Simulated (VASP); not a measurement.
# BP (F-43m) in VASP: further runs, part 2 of 2

VASP 6.6.1. Earlier steps stand in the parts before.

## 3. Single point, PBEsol

This run uses another cell than the first one, of 11.92 Å³/atom, 1.041 times its volume.

Contents of INCAR:

```
ALGO = Normal
EDIFF = 1E-6
ENCUT = 520
GGA = PS
ISIF = 2
ISMEAR = -1
LASPH = T
LCHARG = F
LREAL = F
LWAVE = F
NBANDS = 11
NELM = 100
PREC = Accurate
SIGMA = 0.05
```

Contents of KPOINTS:

```
k-points
0
Gamma
  10 10 10
```

Contents of POSCAR:

```
BP
1.0
    0.0000000000      2.2840269280      2.2840269280
    2.2840269280      0.0000000000      2.2840269280
    2.2840269280      2.2840269280      0.0000000000
P B
1 1
Direct
    0.7500000000      0.7500000000      0.7500000000
    0.0000000000      0.0000000000      0.0000000000
```

Potentials or basis: VASP PAW PBE potentials, release 64 (P, B).

On the command line:

```sh
cat potpaw_PBE.64/P/POTCAR potpaw_PBE.64/B/POTCAR > POTCAR
mpirun -np 1 vasp_std > vasp.out
```

OUTCAR:

```text
EDIFF = 1E-6
   ENCUT = 520
   GGA = PS
   ISIF = 2
   ISMEAR = -1
   LASPH = T
   LREAL = F
   NELM = 100
   PREC = Accurate

 ion  position               nearest neighbor table
   1  0.750  0.750  0.750-   2 1.98   2 1.98   2 1.98   2 1.98
   2  0.000  0.000  0.000-   1 1.98   1 1.98   1 1.98   1 1.98

  LATTYP: Found a face centered cubic cell.
 ALAT       =     4.5680538560

  Lattice vectors:

 A1 = (   0.0000000000,   2.2840269280,   2.2840269280)
 A2 = (   2.2840269280,   0.0000000000,   2.2840269280)
 A3 = (   2.2840269280,   2.2840269280,   0.0000000000)

Analysis of symmetry for initial positions (statically):
=====================================================================
 Subroutine PRICEL returns:
 Original cell was already a primitive cell.

 Routine SETGRP: Setting up the symmetry group for a
 face centered cubic supercell.

 Subroutine GETGRP returns: Found 24 space group operations
 (whereof 24 operations were pure point group operations)
 out of a pool of 48 trial point group operations.

The static configuration has the point symmetry T_d .

Analysis of symmetry for dynamics (positions and initial velocities):
=====================================================================
 Subroutine PRICEL returns:
 Original cell was already a primitive cell.

 Routine SETGRP: Setting up the symmetry group for a
 face centered cubic supercell.

 Subroutine GETGRP returns: Found 24 space group operations
 (whereof 24 operations were pure point group operations)
 out of a pool of 48 trial point group operations.

The dynamic configuration has the point symmetry T_d .

 Subroutine INISYM returns: Found 24 space group operations
 (whereof 24 operations are pure point group operations),
 and found     1 'primitive' translations

----------------------------------------------------------------------------------------

                                     Primitive cell

  volume of cell :      23.8305

  direct lattice vectors                    reciprocal lattice vectors
     0.000000000  2.284026928  2.284026928    -0.218911605  0.218911605  0.218911605
     2.284026928  0.000000000  2.284026928     0.218911605 -0.218911605  0.218911605
     2.284026928  2.284026928  0.000000000     0.218911605  0.218911605 -0.218911605

  length of vectors
     3.230101858  3.230101858  3.230101858     0.379166022  0.379166022  0.379166022

  position of ions in fractional coordinates (direct lattice)
     0.750000000  0.750000000  0.750000000
     0.000000000  0.000000000  0.000000000

  ion indices of the primitive-cell ions
   primitive index   ion index
                 1           1
                 2           2

----------------------------------------------------------------------------------------

 KPOINTS: k-points

Automatic generation of k-mesh.
 Grid dimensions read from file:
 generate k-points for:   10   10   10

 Generating k-lattice:

  Cartesian coordinates                     Fractional coordinates (reciprocal lattice)
    -0.021891160  0.021891160  0.021891160     0.100000000  0.000000000  0.000000000
     0.021891160 -0.021891160  0.021891160     0.000000000  0.100000000  0.000000000
     0.021891160  0.021891160 -0.021891160     0.000000000  0.000000000  0.100000000

  Length of vectors
     0.037916602  0.037916602  0.037916602

  Shift w.r.t. Gamma in fractional coordinates (k-lattice)
     0.000000000  0.000000000  0.000000000

 Subroutine IBZKPT returns following result:
 ===========================================

 Found     47 irreducible k-points:

 Following reciprocal coordinates:
            Coordinates               Weight
  0.000000  0.000000  0.000000      1.000000
  0.100000  0.000000  0.000000      8.000000
  0.200000  0.000000  0.000000      8.000000
  0.300000  0.000000  0.000000      8.000000
  0.400000  0.000000  0.000000      8.000000
  0.500000  0.000000  0.000000      4.000000
[... 16 lines left out ...]
  0.300000  0.300000  0.000000      6.000000
  0.400000  0.300000  0.000000     24.000000
 [... further k-points ...]
   k-points           NKPTS =     47   k-points in BZ     NKDIM =     47   number of bands    NBANDS=     11
   number of dos      NEDOS =    301   number of ions     NIONS =      2
   total plane-waves  NPLWV =  13824
   dimension x,y,z NGX =    24 NGY =   24 NGZ =   24
   dimension x,y,z NGXF=    48 NGYF=   48 NGZF=   48
   ions per type =               1   1
   NGX,Y,Z   is equivalent  to a cutoff of  12.35, 12.35, 12.35 a.u.
   NGXF,Y,Z  is equivalent  to a cutoff of  24.70, 24.70, 24.70 a.u.
 SYSTEM =  unknown system
   PREC   = accura    normal or accurate (medium, high low for compatibility)
   ISTART =      0    job   : 0-new  1-cont  2-samecut
   ICHARG =      2    charge: 1-file 2-atom 10-const
   ISPIN  =      1    spin polarized calculation?
   LNONCOLLINEAR =      F non collinear calculations
   LSORBIT =      F    spin-orbit coupling
   LASPH  =      T    aspherical Exc in radial PAW
   ENCUT  =  520.0 eV  38.22 Ry    6.18 a.u.   6.01  6.01  6.01*2*pi/ulx,y,z
   NELM   =    100;   NELMIN=  2; NELMDL= -5     # of ELM steps
   EDIFF  = 0.1E-05   stopping-criterion for ELM
   LREAL  =      F    real-space projection
   EDIFFG = 0.1E-04   stopping-criterion for IOM
   NSW    =      0    number of steps for IOM
   IBRION =     -1    ionic relax: 0-MD 1-quasi-New 2-CG
   NFREE  =      0    steps in history (QN), initial steepest desc. (CG)
   ISIF   =      2    stress and relaxation
   ISYM   =      2    0-nonsym 1-usesym 2-fastsym
   POTIM  = 0.5000    time-step for ionic-motion
   TEBEG  =    0.0;   TEEND  =   0.0 temperature during run
   PSTRESS=    0.0 pullay stress
   NELECT =       8.0000    total number of electrons
   NUPDOWN=      -1.0000    fix difference up-down
   EMIN   =  10.00;   EMAX   =-10.00  energy-range for DOS
[... 5 lines left out ...]
     AMIX     =   0.40;   BMIX     =  1.00
     AMIX_MAG =   1.60;   BMIX_MAG =  1.00
  volume/ion in A,a.u.               =      11.92        80.41
  Fermi-wavevector in a.u.,A,eV,Ry     =   1.137785  2.150102 17.613492  1.294555
  Thomas-Fermi vector in A             =   2.274490
   LORBIT       =      0    0 simple, 1 ext, 2 COOP (PROOUT), +10 PAW based schemes
   GGA     = PS    functional components
   LHFCALC =     F    Hartree Fock is set to
   AEXX    =    0.0000 exact exchange contribution
   IVDW    =     0    specifies the selected vdW correction
   LEPSILON=     F    determine dielectric tensor
   LRPA    =     F    only Hartree local field effects (RPA)
 non-spin polarized calculation
  energy-cutoff  :      520.00
  volume of cell :       23.83
 maximum number of plane-waves:       656
   NGX = 13   NGY = 13   NGZ = 13

 number of electron       7.9999999 magnetization

 Free energy of the ion-electron system (eV)
  ---------------------------------------------------
  ext. energy  EPLUGINS =         0.00000000
  ---------------------------------------------------
  free energy    TOTEN  =       -13.66246828 eV

  energy without entropy =      -13.66246818  energy(sigma->0) =      -13.66246823

 E-fermi :   7.7330     XC(G=0): -10.9626

 val. band max:        7.1727839229   @ k =   0.0000   0.0000   0.0000
 cond. band min:       8.3292663155   @ k =   0.4000   0.4000   0.0000
 fundamental gap:      1.1564823926
 Fermi energy:         7.7329523693

 k-point     1 :       0.0000    0.0000    0.0000
  band No.  band energies     occupation
      1      -8.1494      2.00000
      2       7.1728      1.99997
      3       7.1728      1.99997
      4       7.1728      1.99997
      5      10.5011      0.00000
      6      10.5011      0.00000
      7      10.5011      0.00000
      8      14.2180      0.00000
      9      18.2819      0.00000
     10      19.2371      0.00000
     11      19.2371      0.00000

 k-point     2 :       0.1000    0.0000    0.0000
  band No.  band energies     occupation
      1      -7.9716      2.00000
      2       5.8725      2.00000
      3       6.8795      2.00000
      4       6.8795      2.00000
      5      10.9059      0.00000
      6      10.9059      0.00000
      7      10.9162      0.00000
      8      14.7578      0.00000
      9      18.5304      0.00000
     10      18.5304      0.00000
     11      18.8496      0.00000
[... 295 lines left out ...]
 k-point    24 :       0.4000    0.3000    0.0000
  band No.  band energies     occupation
      1      -5.2504      2.00000
      2       1.0510      2.00000
      3       3.1571      2.00000
      4       3.6910      2.00000
      5       8.8987      0.00000
      6      10.6740      0.00000
      7      16.4760      0.00000
      8      16.5048      0.00000
      9      20.8758      0.00000
     10      22.3210      0.00000
     11      23.8070      0.00000

 [... further k-points ...]
[... 5 lines left out ...]
  --------------------------------------------------------------------------------------
  -------------------------------------------------------------------------------------
  Total       -0.7360913     -0.7360913     -0.7360913      0.0000000      0.0000000      0.0000000
  in kB      -49.4889912    -49.4889912    -49.4889912      0.0000000      0.0000000      0.0000000
  external PRESSURE =     -49.4889912 kB  Pullay stress =       0.0000000 kB

 VOLUME and BASIS-vectors are now :
 -----------------------------------------------------------------------------
  energy-cutoff  :      520.00
  volume of cell :       23.83
      direct lattice vectors                 reciprocal lattice vectors
     0.000000000  2.284026928  2.284026928    -0.218911605  0.218911605  0.218911605
     2.284026928  0.000000000  2.284026928     0.218911605 -0.218911605  0.218911605
     2.284026928  2.284026928  0.000000000     0.218911605  0.218911605 -0.218911605

 POSITION                                       TOTAL-FORCE (eV/Angst)
 -----------------------------------------------------------------------------------
      3.42604      3.42604      3.42604        -0.000000     -0.000000     -0.000000
      0.00000      0.00000      0.00000         0.000000      0.000000      0.000000
 -----------------------------------------------------------------------------------
    total drift:                               -0.000000     -0.000000     -0.000000

  FREE ENERGIE OF THE ION-ELECTRON SYSTEM (eV)
  ---------------------------------------------------
  free  energy   TOTEN  =       -13.6624682841 eV

  energy  without entropy=      -13.6624681763  energy(sigma->0) =      -13.66246823
```

OSZICAR:

```text
N       E                     dE             d eps       ncg     rms          rms(c)
DAV:   1     0.899780924724E+01    0.89978E+01   -0.39748E+03  1034   0.654E+02
DAV:   2    -0.136846535080E+02   -0.22682E+02   -0.21670E+02  1448   0.110E+02
DAV:   3    -0.143274294307E+02   -0.64278E+00   -0.64135E+00  1282   0.160E+01
DAV:   4    -0.143301147521E+02   -0.26853E-02   -0.26849E-02  1185   0.122E+00
DAV:   5    -0.143301269918E+02   -0.12240E-04   -0.12239E-04  1266   0.833E-02    0.681E+00
DAV:   6    -0.137644435831E+02    0.56568E+00   -0.12376E+00  1166   0.467E+00    0.365E+00
DAV:   7    -0.136714410152E+02    0.93003E-01   -0.21797E-01  1280   0.230E+00    0.120E+00
DAV:   8    -0.136622642974E+02    0.91767E-02   -0.24447E-02  1209   0.870E-01    0.160E-01
DAV:   9    -0.136624032854E+02   -0.13899E-03   -0.69279E-04  1184   0.178E-01    0.942E-02
DAV:  10    -0.136624639650E+02   -0.60680E-04   -0.10789E-04  1144   0.636E-02    0.208E-02
DAV:  11    -0.136624679280E+02   -0.39630E-05   -0.51664E-06  1319   0.139E-02    0.242E-02
DAV:  12    -0.136624682841E+02   -0.35605E-06   -0.19949E-06   831   0.639E-03
   1 F= -.13662468E+02 E0= -.13662468E+02  d E =-.107823E-06
```

It took 4.9 s on 1 thread of Intel Xeon Platinum 8488C (Sapphire Rapids), shared host; peak memory 0.13 GiB.

Results:

```
Free energy            : -13.6625 eV
Pressure               : -4.9 GPa
Band gap on the k mesh : 1.16 eV, indirect (least direct gap 3.33 eV)
```

Levels at points of the mesh, in eV from the valence-band top:
```tsv
k point	band 2	band 3	band 4	band 5	band 6	band 7
(0.00, 0.00, 0.00)	0.00	0.00	0.00	3.33	3.33	3.33
(0.50, 0.00, 0.00)	-8.96	-1.74	-1.74	3.62	4.64	4.64
(0.50, 0.50, 0.00)	-8.50	-4.07	-4.07	1.26	1.53	11.91
```

Caveat: the PAW data sets were made with another functional, which shifts forces and pressure a little. PBEsol gaps usually lie below the measured ones, often by a third to a half.
